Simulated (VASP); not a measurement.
# AlPt (P2_13) in VASP: further runs

Runs on AlPt. Level: PBEsol. Tasks: single point.

Program: VASP 6.6.1. These are calculated values, not measurements. Logs are shortened: lines on timing, memory, paths and dates and some standing lists are left out, and cuts for length are marked.

### 1 The cell of the first run

Symmetry: P2_13, No. 198, cubic system. Conventional cell: a = 4.779 Å, b = 4.779 Å, c = 4.779 Å, α = 90.00°, β = 90.00°, γ = 90.00°. Within 3.4 Å of Al (site symmetry 3) lie 7 Pt at 2.55 to 2.57 Å and 6 Al at 2.96 Å. Within 3.4 Å of Pt (site symmetry 3) lie 7 Al at 2.55 to 2.57 Å and 6 Pt at 2.95 Å.

### 2 Single point, PBEsol

The input, INCAR:

```
SYSTEM = AlPt
  PREC = Accurate
  ENCUT = 520
  EDIFF = 1E-7
  ISMEAR = 1
  SIGMA = 0.15
  LREAL = .False.
  LASPH = .True.
  NELM = 100
  ALGO = Normal
  ISIF = 2
  LWAVE = .False.
  LCHARG = .True.
  GGA = PS
  LELF = .True.
  LVHAR = .True.
  NBANDS = 36
```

The input, KPOINTS:

```
Automatic mesh
0
Gamma
  6 6 6
  0 0 0
```

The input, POSCAR:

```
AlPt
1.0
    4.7793340126      0.0000000000      0.0000000000
    0.0000000000      4.7793340126      0.0000000000
    0.0000000000      0.0000000000      4.7793340126
Al Pt
4 4
Direct
    0.8440320000      0.8440320000      0.8440320000
    0.6559680000      0.1559680000      0.3440320000
    0.3440320000      0.6559680000      0.1559680000
    0.1559680000      0.3440320000      0.6559680000
    0.1550630000      0.1550630000      0.1550630000
    0.3449370000      0.8449370000      0.6550630000
    0.6550630000      0.3449370000      0.8449370000
    0.8449370000      0.6550630000      0.3449370000
```

Potentials or basis: VASP PAW PBE potentials, release 64 (Al, Pt).

Started as:

```sh
> cat potpaw_PBE.64/Al/POTCAR potpaw_PBE.64/Pt/POTCAR > POTCAR
> mpirun -np 1 vasp_std > vasp.out
```

OUTCAR:

```text
SYSTEM = AlPt
   PREC = Accurate
   ENCUT = 520
   EDIFF = 1E-7
   ISMEAR = 1
   LREAL = .False.
   LASPH = .True.
   NELM = 100
   ISIF = 2
   GGA = PS

 ion  position               nearest neighbor table
   1  0.844  0.844  0.844-   6 2.55   7 2.55   8 2.55   7 2.56   6 2.56   8 2.56   5 2.57   3 2.96
                             4 2.96   2 2.96   2 2.96   4 2.96   3 2.96
   2  0.656  0.156  0.344-   5 2.55   7 2.55   8 2.55   8 2.56   5 2.56   7 2.56   6 2.57   1 2.96
                             1 2.96   3 2.96   3 2.96   4 2.96   4 2.96
   3  0.344  0.656  0.156-   5 2.55   6 2.55   8 2.55   8 2.56   5 2.56   6 2.56   7 2.57   1 2.96
                             4 2.96   2 2.96   2 2.96   4 2.96   1 2.96
   4  0.156  0.344  0.656-   5 2.55   6 2.55   7 2.55   6 2.56   7 2.56   5 2.56   8 2.57   1 2.96
                             3 2.96   2 2.96   1 2.96   2 2.96   3 2.96
   5  0.155  0.155  0.155-   2 2.55   3 2.55   4 2.55   3 2.56   2 2.56   4 2.56   1 2.57   6 2.95
                             7 2.95   8 2.95   6 2.95   8 2.95   7 2.95
   6  0.345  0.845  0.655-   1 2.55   3 2.55   4 2.55   4 2.56   1 2.56   3 2.56   2 2.57   8 2.95
                             5 2.95   5 2.95   7 2.95   7 2.95   8 2.95
   7  0.655  0.345  0.845-   1 2.55   2 2.55   4 2.55   4 2.56   1 2.56   2 2.56   3 2.57   8 2.95
                             5 2.95   8 2.95   6 2.95   6 2.95   5 2.95
   8  0.845  0.655  0.345-   1 2.55   2 2.55   3 2.55   2 2.56   3 2.56   1 2.56   4 2.57   7 2.95
                             5 2.95   7 2.95   5 2.95   6 2.95   6 2.95

  LATTYP: Found a simple cubic cell.
 ALAT       =     4.7793340126

  Lattice vectors:

 A1 = (   4.7793340126,   0.0000000000,   0.0000000000)
 A2 = (   0.0000000000,   4.7793340126,   0.0000000000)
 A3 = (   0.0000000000,   0.0000000000,   4.7793340126)

Analysis of symmetry for initial positions (statically):
=====================================================================
 Subroutine PRICEL returns:
 Original cell was already a primitive cell.

 Routine SETGRP: Setting up the symmetry group for a
 simple cubic supercell.

 Subroutine GETGRP returns: Found 12 space group operations
 (whereof  3 operations were pure point group operations)
 out of a pool of 48 trial point group operations.

The static configuration has the point symmetry C_3 .
 The point group associated with its full space group is T   .

Analysis of symmetry for dynamics (positions and initial velocities):
=====================================================================
 Subroutine PRICEL returns:
 Original cell was already a primitive cell.

 Routine SETGRP: Setting up the symmetry group for a
 simple cubic supercell.

 Subroutine GETGRP returns: Found 12 space group operations
 (whereof  3 operations were pure point group operations)
 out of a pool of 48 trial point group operations.

The dynamic configuration has the point symmetry C_3 .
 The point group associated with its full space group is T   .

 Subroutine INISYM returns: Found 12 space group operations
 (whereof  3 operations are pure point group operations),
 and found     1 'primitive' translations

----------------------------------------------------------------------------------------

                                     Primitive cell

  volume of cell :     109.1697

  direct lattice vectors                    reciprocal lattice vectors
     4.779334013  0.000000000  0.000000000     0.209234173  0.000000000  0.000000000
     0.000000000  4.779334013  0.000000000     0.000000000  0.209234173  0.000000000
     0.000000000  0.000000000  4.779334013     0.000000000  0.000000000  0.209234173

  length of vectors
     4.779334013  4.779334013  4.779334013     0.209234173  0.209234173  0.209234173

  position of ions in fractional coordinates (direct lattice)
     0.844032000  0.844032000  0.844032000
     0.655968000  0.155968000  0.344032000
     0.344032000  0.655968000  0.155968000
     0.155968000  0.344032000  0.655968000
     0.155063000  0.155063000  0.155063000
     0.344937000  0.844937000  0.655063000
     0.655063000  0.344937000  0.844937000
     0.844937000  0.655063000  0.344937000

  ion indices of the primitive-cell ions
   primitive index   ion index
                 1           1
                 2           2
                 3           3
                 4           4
                 5           5
                 6           6
                 7           7
                 8           8

----------------------------------------------------------------------------------------

 KPOINTS: Automatic mesh

Automatic generation of k-mesh.
 Grid dimensions read from file:
 generate k-points for:    6    6    6

 Generating k-lattice:

  Cartesian coordinates                     Fractional coordinates (reciprocal lattice)
     0.034872362  0.000000000  0.000000000     0.166666667  0.000000000  0.000000000
     0.000000000  0.034872362  0.000000000     0.000000000  0.166666667  0.000000000
     0.000000000  0.000000000  0.034872362     0.000000000  0.000000000  0.166666667

  Length of vectors
     0.034872362  0.034872362  0.034872362

  Shift w.r.t. Gamma in fractional coordinates (k-lattice)
     0.000000000  0.000000000  0.000000000

 Subroutine IBZKPT returns following result:
 ===========================================

 Found     24 irreducible k-points:

 Following reciprocal coordinates:
            Coordinates               Weight
  0.000000  0.000000  0.000000      1.000000
  0.166667  0.000000  0.000000      6.000000
  0.333333  0.000000  0.000000      6.000000
  0.500000  0.000000  0.000000      3.000000
  0.166667  0.166667  0.000000     12.000000
  0.333333  0.166667  0.000000     12.000000
[... 16 lines left out ...]
  0.500000  0.500000  0.333333      6.000000
  0.500000  0.500000  0.500000      1.000000
   k-points           NKPTS =     24   k-points in BZ     NKDIM =     24   number of bands    NBANDS=     36
   number of dos      NEDOS =    301   number of ions     NIONS =      8
   total plane-waves  NPLWV =  46656
   dimension x,y,z NGX =    36 NGY =   36 NGZ =   36
   dimension x,y,z NGXF=    72 NGYF=   72 NGZF=   72
   ions per type =               4   4
   NGX,Y,Z   is equivalent  to a cutoff of  12.52, 12.52, 12.52 a.u.
   NGXF,Y,Z  is equivalent  to a cutoff of  25.04, 25.04, 25.04 a.u.
 SYSTEM =  AlPt
   PREC   = accura    normal or accurate (medium, high low for compatibility)
   ISTART =      0    job   : 0-new  1-cont  2-samecut
   ICHARG =      2    charge: 1-file 2-atom 10-const
   ISPIN  =      1    spin polarized calculation?
   LNONCOLLINEAR =      F non collinear calculations
   LSORBIT =      F    spin-orbit coupling
   LASPH  =      T    aspherical Exc in radial PAW
   ENCUT  =  520.0 eV  38.22 Ry    6.18 a.u.   8.89  8.89  8.89*2*pi/ulx,y,z
   NELM   =    100;   NELMIN=  2; NELMDL= -5     # of ELM steps
   EDIFF  = 0.1E-06   stopping-criterion for ELM
   LREAL  =      F    real-space projection
   EDIFFG = 0.1E-05   stopping-criterion for IOM
   NSW    =      0    number of steps for IOM
   IBRION =     -1    ionic relax: 0-MD 1-quasi-New 2-CG
   NFREE  =      0    steps in history (QN), initial steepest desc. (CG)
   ISIF   =      2    stress and relaxation
   ISYM   =      2    0-nonsym 1-usesym 2-fastsym
   POTIM  = 0.5000    time-step for ionic-motion
   TEBEG  =    0.0;   TEEND  =   0.0 temperature during run
   PSTRESS=    0.0 pullay stress
   NELECT =      52.0000    total number of electrons
   NUPDOWN=      -1.0000    fix difference up-down
   EMIN   =  10.00;   EMAX   =-10.00  energy-range for DOS
   EFERMI =   0.00;   METHOD = LEGACY
   ISMEAR =     1;   SIGMA  =   0.15  broadening in eV -4-tet -1-fermi 0-gaus
   EFERMI_NEDOS =   21; number of points for ismear=-14 and -15
   IALGO  =     38    algorithm
   IMIX   =      4    mixing-type and parameters
     AMIX     =   0.40;   BMIX     =  1.00
     AMIX_MAG =   1.60;   BMIX_MAG =  1.00
  volume/ion in A,a.u.               =      13.65        92.09
  Fermi-wavevector in a.u.,A,eV,Ry     =   1.278523  2.416058 22.240372  1.634621
  Thomas-Fermi vector in A             =   2.411061
   LORBIT       =      0    0 simple, 1 ext, 2 COOP (PROOUT), +10 PAW based schemes
   GGA     = PS    functional components
   LHFCALC =     F    Hartree Fock is set to
   AEXX    =    0.0000 exact exchange contribution
   IVDW    =     0    specifies the selected vdW correction
   LEPSILON=     F    determine dielectric tensor
   LRPA    =     F    only Hartree local field effects (RPA)
 non-spin polarized calculation
 Methfessel and Paxton  Order N= 1 SIGMA  =   0.15
  energy-cutoff  :      520.00
  volume of cell :      109.17
 maximum number of plane-waves:      3016
   NGX = 17   NGY = 17   NGZ = 17

 number of electron      52.0000006 magnetization

 Free energy of the ion-electron system (eV)
  ---------------------------------------------------
  ext. energy  EPLUGINS =         0.00000000
  ---------------------------------------------------
  free energy    TOTEN  =       -52.41756734 eV

  energy without entropy =      -52.41468862  energy(sigma->0) =      -52.41660777

 E-fermi :  11.3603     XC(G=0): -12.5824

 val. band max:       11.3305137845   @ k =  -0.3333   0.5000   0.0000
 cond. band min:      11.6352713687   @ k =   0.3333   0.3333   0.3333
 fundamental gap:      0.3047575842
 Fermi energy:        11.3602911573

 k-point     1 :       0.0000    0.0000    0.0000
  band No.  band energies     occupation
      1      -0.4302      2.00000
      2       4.0136      2.00000
      3       4.0136      2.00000
      4       4.0136      2.00000
      5       5.5025      2.00000
      6       5.5025      2.00000
[... 28 lines left out ...]
     35      16.8769      0.00000
     36      16.8769      0.00000

 k-point     2 :       0.1667    0.0000    0.0000
  band No.  band energies     occupation
      1      -0.2154      2.00000
      2       3.5489      2.00000
      3       4.0572      2.00000
      4       4.1575      2.00000
      5       5.2609      2.00000
      6       5.4019      2.00000
[... 850 lines left out ...]
 k-point    24 :       0.5000    0.5000    0.5000
  band No.  band energies     occupation
      1       3.5447      2.00000
      2       3.5447      2.00000
      3       3.5447      2.00000
      4       3.5447      2.00000
      5       4.9509      2.00000
      6       4.9509      2.00000
[... 28 lines left out ...]
     35      18.7582      0.00000
     36      18.7582      0.00000

------------------------ aborting loop because EDIFF is reached ----------------------------------------

  FORCE on cell =-STRESS in cart. coord.  units (eV):
  Direction    XX          YY          ZZ          XY          YZ          ZX
  --------------------------------------------------------------------------------------
  -------------------------------------------------------------------------------------
  Total        8.7114367      8.7114367      8.7114367     -0.0000000      0.0000000      0.0000000
  in kB      127.8492602    127.8492602    127.8492602     -0.0000000      0.0000000      0.0000000
  external PRESSURE =     127.8492602 kB  Pullay stress =       0.0000000 kB

 VOLUME and BASIS-vectors are now :
 -----------------------------------------------------------------------------
  energy-cutoff  :      520.00
  volume of cell :      109.17
      direct lattice vectors                 reciprocal lattice vectors
     4.779334013  0.000000000  0.000000000     0.209234173  0.000000000  0.000000000
     0.000000000  4.779334013  0.000000000     0.000000000  0.209234173  0.000000000
     0.000000000  0.000000000  4.779334013     0.000000000  0.000000000  0.209234173

 POSITION                                       TOTAL-FORCE (eV/Angst)
 -----------------------------------------------------------------------------------
      4.03391      4.03391      4.03391         0.037026      0.037026      0.037026
      3.13509      0.74542      1.64424        -0.037026     -0.037026      0.037026
      1.64424      3.13509      0.74542         0.037026     -0.037026     -0.037026
      0.74542      1.64424      3.13509        -0.037026      0.037026     -0.037026
      0.74110      0.74110      0.74110        -0.033783     -0.033783     -0.033783
      1.64857      4.03824      3.13076         0.033783      0.033783     -0.033783
      3.13076      1.64857      4.03824        -0.033783      0.033783      0.033783
      4.03824      3.13076      1.64857         0.033783     -0.033783      0.033783
 -----------------------------------------------------------------------------------
    total drift:                               -0.000000     -0.000000     -0.000000

  FREE ENERGIE OF THE ION-ELECTRON SYSTEM (eV)
  ---------------------------------------------------
  free  energy   TOTEN  =       -52.4175673410 eV

  energy  without entropy=      -52.4146886196  energy(sigma->0) =      -52.41660777
```

Wall time 76 s (1 thread of Intel Xeon 8259CL, shared host); peak memory 0.24 GiB.

What came out:

| Item | Value |
| --- | --- |
| Free energy | -52.4176 eV |
| Pressure | 12.8 GPa |
| Largest force | 0.064 eV/Å |
| Band gap on the k mesh | zero (bands 26 and 27 overlap by 1.16 eV) |

Forces in eV/Å, atoms in the order of the input:
```
Al   0.037  0.037  0.037
Al  -0.037 -0.037  0.037
Al   0.037 -0.037 -0.037
Al  -0.037  0.037 -0.037
Pt  -0.034 -0.034 -0.034
Pt   0.034  0.034 -0.034
Pt  -0.034  0.034  0.034
Pt   0.034 -0.034  0.034
```

Caveat: the cell stands under pressure; the PAW data sets were made with another functional, which shifts forces and pressure a little; spin-orbit coupling is left out, which moves the levels of the heavy elements.

### 3 Single point, PBEsol

This run uses another cell than the first one, of 13.94 Å³/atom.

The input, INCAR:

```
PREC = Accurate ; ENCUT = 520
EDIFF = 1E-6 ; ISMEAR = 1
SIGMA = 0.15 ; LREAL = False
LASPH = True ; NELM = 60
ALGO = Normal ; ISIF = 2
LWAVE = False ; LCHARG = True
GGA = PS ; LELF = True
LVHAR = True ; NBANDS = 36
```

The input, KPOINTS:

```
Automatic mesh
0
Gamma
  6 6 6
```

Changes to POSCAR since step 2:

```diff
@@ -2,5 +2,5 @@
 1.0
-    4.7793340126      0.0000000000      0.0000000000
-    0.0000000000      4.7793340126      0.0000000000
-    0.0000000000      0.0000000000      4.7793340126
+    4.8129924033      0.0000000000      0.0000000000
+    0.0000000000      4.8129924033      0.0000000000
+    0.0000000000      0.0000000000      4.8129924033
 Al Pt
```

Potentials or basis: VASP PAW PBE potentials, release 64 (Al, Pt).

Started as:

```sh
> cat potpaw_PBE.64/Al/POTCAR potpaw_PBE.64/Pt/POTCAR > POTCAR
> mpirun -np 1 vasp_std > vasp.out
```

Run time: 72 s. Hardware: 1 thread of Intel Xeon 8259CL, shared host; peak memory 0.25 GiB.

It converged, with:

| Item | Value |
| --- | --- |
| Free energy | -52.5651 eV |
| Pressure | 7.5 GPa |
| Largest force | 0.057 eV/Å |
| Band gap on the k mesh | zero (bands 26 and 27 overlap by 1.16 eV) |

Forces on the atoms (eV/Å):
```
Al   0.024  0.024  0.024
Al  -0.024 -0.024  0.024
Al   0.024 -0.024 -0.024
Al  -0.024  0.024 -0.024
Pt  -0.033 -0.033 -0.033
Pt   0.033  0.033 -0.033
Pt  -0.033  0.033  0.033
Pt   0.033 -0.033  0.033
```

Levels at points of the mesh, in eV from the Fermi level:
```
           k point  band 23  band 24  band 25  band 26  band 27  band 28  band 29  band 30
(0.00, 0.00, 0.00)    -1.83    -1.83    -0.21    -0.21    -0.21     4.34     4.34     4.34
(0.50, 0.00, 0.00)    -1.57    -1.57    -0.73    -0.73     1.30     1.30     2.88     2.88
(0.50, 0.50, 0.00)    -2.29    -2.29     0.34     0.34     1.37     1.37     2.92     2.92
(0.50, 0.50, 0.50)    -2.61    -2.61    -0.82    -0.82    -0.82    -0.82     6.67     6.67
```

Caveat: the cell stands under pressure; the PAW data sets were made with another functional, which shifts forces and pressure a little; spin-orbit coupling is left out, which moves the levels of the heavy elements.

The gap in the log of VASP goes by the Fermi energy; the results here count the filled bands.